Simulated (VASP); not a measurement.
Wanted: the native input for a VASP 6.6.1 run.

* Task: single point
* Functional: revPBE
* Potentials or basis: VASP PAW PBE potentials, release 64 (In_d)
* Cutoff: 520 eV
* k mesh: 13 × 13 × 13
* Occupations: fermi-dirac, width 0.1 eV
* Spin: no spin polarisation
* Dipole correction: no
* Further INCAR settings: ALGO = Normal; EDIFF = 1e-07; NBANDS = 12

The structure of In lies in POSCAR:

```
In
1.0
    0.0000000000      2.4533843414      2.4533843414
    2.4533843414      0.0000000000      2.4533843414
    2.4533843414      2.4533843414      0.0000000000
In
1
Direct
    0.0000000000      0.0000000000      0.0000000000
```

This isn't the form of In at room conditions, which is tetragonal.

These files were run (other wordings do the same):

INCAR

```
SYSTEM = In
  PREC = Accurate
  ENCUT = 520
  EDIFF = 1E-7
  ISMEAR = -1
  SIGMA = 0.1
  LREAL = .FALSE.
  LASPH = .TRUE.
  NELM = 60
  ALGO = Normal
  ISIF = 2
  LWAVE = .FALSE.
  LCHARG = .FALSE.
  GGA = RE
  NBANDS = 12
```

KPOINTS

```
regular mesh
0
G
  13 13 13
  0 0 0
```

Potentials or basis: VASP PAW PBE potentials, release 64 (In_d).

Command:

```bash
$ cat potpaw_PBE.64/In_d/POTCAR > POTCAR
$ mpirun -np 1 vasp_std > vasp.out
```

It gave:

* Pressure: -1.1 GPa
* Band gap on the k mesh: zero (an odd number of electrons rules out a gap without spin polarisation)

Caveat: the PAW data sets were made with another functional, which shifts forces and pressure a little; spin-orbit coupling is left out, which moves the levels of the heavy elements.

Wall time 27 s on 1 thread of Intel(R) Xeon(R) Platinum 8259CL CPU @ 2.50GHz (Skylake/Cascade Lake), on a shared host, peak memory 0.17 GiB.
